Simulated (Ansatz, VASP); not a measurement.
Two plane-wave programs on MgO

```
CELL_PARAMETERS angstrom
3.41665 0.00000 0.00000
-1.70833 3.01929 0.00000
0.00000 0.00000 4.17804
ATOMIC_POSITIONS crystal
Mg 0.66667 0.33333 0.75000
Mg 0.33333 0.66667 0.25000
O 0.66667 0.33333 0.25000
O 0.33333 0.66667 0.75000
```

Change from the starting cell: strain -0.0200 x Voigt [1, 0, 0, 0, 0, 0], atoms carried along.

Alike in both runs: task single point; functional LDA; k mesh 6 × 6 × 6; occupations gaussian, width 0.05 eV; no spin polarisation.

|  | VASP | Ansatz |
| --- | --- | --- |
| version | VASP 6.6.1 | Ansatz 0.2.0 |
| potentials or method | VASP PAW LDA potentials, release 64 (Mg_sv, O), cutoff 840 eV | scalar-relativistic, plane waves, PAW |
| valence electrons in the cell | 32 | 32 |

Ansatz gave:

```
gap on the k mesh at the Fermi level (eV)                     : 3.43
least direct gap on the mesh (eV)                             : 3.43
pressure (GPa)                                                : -1.4
traceless stress, the component that is largest in VASP (GPa) : 2.48
rms of the force components (eV/Å)                            : 0.098
```

**Question.** Which values does VASP return?

**Answer.** gap on the k mesh at the Fermi level (eV): 3.43; least direct gap on the mesh (eV): 3.43; pressure (GPa): -0.9; traceless stress, the component that is largest in VASP (GPa): 2.52; rms of the force components (eV/Å): 0.102.

LDA's correlation is that of Perdew and Zunger in VASP and of Perdew and Wang (1992) in Ansatz. Atom by atom the forces differ by 0.003 eV/Å (rms over components).
